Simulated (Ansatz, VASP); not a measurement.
# NbRu3 in VASP and in Ansatz

The input INCAR:

```
PREC     = Accurate       # precision mode
ENCUT    = 520            # plane-wave cutoff, eV
EDIFF    = 1E-6           # SCF threshold, eV
ISMEAR   = -1             # smearing method
SIGMA    = 0.05           # smearing width, eV
LREAL    = F              # projectors in reciprocal space
LASPH    = T              # aspherical terms in the spheres
NELM     = 100            # most SCF steps
ALGO     = Normal         # electronic algorithm
ISIF     = 2              # what is computed and relaxed
LWAVE    = F              # write WAVECAR
LCHARG   = T              # write CHGCAR
LELF     = T              # ELF
LVHAR    = T            
NBANDS   = 36             # bands
```

The input KPOINTS:

```
regular mesh
0
Gamma
  9 9 9
```

The input POSCAR:

```
NbRu3
1.0
    3.9188000000      0.0000000000      0.0000000000
    0.0000000000      3.9188000000      0.0000000000
    0.0000000000      0.0000000000      3.8800000000
Nb Ru
1 3
Direct
    0.0000000000      0.0000000000      0.0000000000
    0.0000000000      0.5000000000      0.5000000000
    0.5000000000      0.0000000000      0.5000000000
    0.5000000000      0.5000000000      0.0000000000
```

Input for Ansatz:

```yaml
crystal:
  lattice:
    - [3.9188, 0.0, 0.0]
    - [0.0, 3.9188, 0.0]
    - [0.0, 0.0, 3.88]
  atoms:
    - { symbol: Nb, position: [0.0, 0.0, 0.0] }
    - { symbol: Ru, position: [0.0, 0.5, 0.5] }
    - { symbol: Ru, position: [0.5, 0.0, 0.5] }
    - { symbol: Ru, position: [0.5, 0.5, 0.0] }
kpoints:
  mp_grid: { grid: [9, 9, 9] }
  band_path:
    path:
      - [0.0, 0.0, 0.0]
      - [0.0, 0.5, 0.0]
      - [0.5, 0.5, 0.0]
      - [0.0, 0.0, 0.0]
      - [0.0, 0.0, 0.5]
      - [0.0, 0.5, 0.5]
      - [0.5, 0.5, 0.5]
      - [0.0, 0.0, 0.5]
      - [0.0, 0.5, 0.0]
    npoints: 5
scf:
  occupations: { method: fermi_dirac, width: 0.05 }
hamiltonian:
  xc: lda
  pseudopotentials: { kind: all_electron, lapw: { basis_error: 0.001 } }
output:
  forces: true
  stress: true
  eigenvalues: true
```

Change from the starting cell: equal xx and yy strain of +1 %.

Alike in both runs: task single point; functional LDA; k mesh 9 × 9 × 9; occupations fermi-dirac, width 0.05 eV; no spin polarisation.

|  | VASP | Ansatz |
| --- | --- | --- |
| version | VASP 6.6.1 | Ansatz 0.2.0 |
| potentials or method | VASP PAW LDA potentials, release 64 (Nb_sv, Ru_pv), cutoff 520 eV | all-electron LAPW, scalar-relativistic |

```csv
,VASP,Ansatz,Ansatz less VASP
pressure (GPa),-15.9,-16.3,-0.35
"traceless stress, the component that is largest in VASP (GPa)",0.96,0.96,-0.003
```

LDA's correlation is that of Perdew and Zunger in VASP and of Perdew and Wang (1992) in Ansatz. Ansatz ran all-electron here, and VASP with PAW potentials.
